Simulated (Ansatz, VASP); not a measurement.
TiAl: VASP beside Ansatz

Contents of INCAR:

```
SYSTEM = TiAl
ALGO = Fast ; EDIFF = 1E-7
ENCUT = 520 ; GGA = PS
ISIF = 2 ; ISMEAR = 0
LASPH = .TRUE. ; LCHARG = .FALSE.
LREAL = .FALSE. ; LWAVE = .FALSE.
NBANDS = 14 ; NELM = 60
PREC = Accurate ; SIGMA = 0.15
```

The input KPOINTS:

```
k-points
0
G
  16 16 16
  0 0 0
```

POSCAR

```
TiAl
1.0
    3.2224982572      0.3874558022      0.3874558022
    0.3874558022      3.2224982572      0.3874558022
    0.3874558022      0.3874558022      3.2224982572
Ti Al
1 1
Direct
    0.0000000000      0.0000000000      0.0000000000
    0.5000000000      0.5000000000      0.5000000000
```

Input for Ansatz:

```yaml
crystal:
  lattice:
    - [3.2224982572, 0.3874558022, 0.3874558022]
    - [0.3874558022, 3.2224982572, 0.3874558022]
    - [0.3874558022, 0.3874558022, 3.2224982572]
  atoms:
    - { symbol: Ti, position: [0.0, 0.0, 0.0] }
    - { symbol: Al, position: [0.5, 0.5, 0.5] }
basis:
  ecutwfc: 420
kpoints:
  mp_grid: { grid: [16, 16, 16] }
hamiltonian:
  xc: pbesol
scf:
  occupations: { method: gaussian, width: 0.15 }
output:
  forces: true
  stress: true
  eigenvalues: true
  write_density: true
  write_potential: true
  elf: true
  volumetric_format: npy
```

Alike in both runs: task single point; functional PBEsol; k mesh 16 × 16 × 16; occupations gaussian, width 0.15 eV; no spin polarisation.

```csv
,VASP,Ansatz
version,VASP 6.6.1,Ansatz 0.2.0
potentials or method,"VASP PAW PBE potentials, release 64 (Ti_sv, Al), cutoff 520 eV","scalar-relativistic, plane waves, PAW"
valence electrons in the cell,15,15
```

Ansatz gave:

| Property | Result |
| --- | --- |
| gap on the k mesh at the Fermi level (eV) | none |
| pressure (GPa) | 5.7 |
| traceless stress, the component that is largest in VASP (GPa) | -6.60 |

**Question.** What did VASP give for the same quantities?

**Answer.** gap on the k mesh at the Fermi level (eV): none; pressure (GPa): 5.8; traceless stress, the component that is largest in VASP (GPa): -6.61.

VASP's potentials were made for PBE, not for PBEsol. A gap of «none» marks a metal or a gap that the smearing closes. The functional is the same, so the differences come from potentials, cutoffs and numerics.
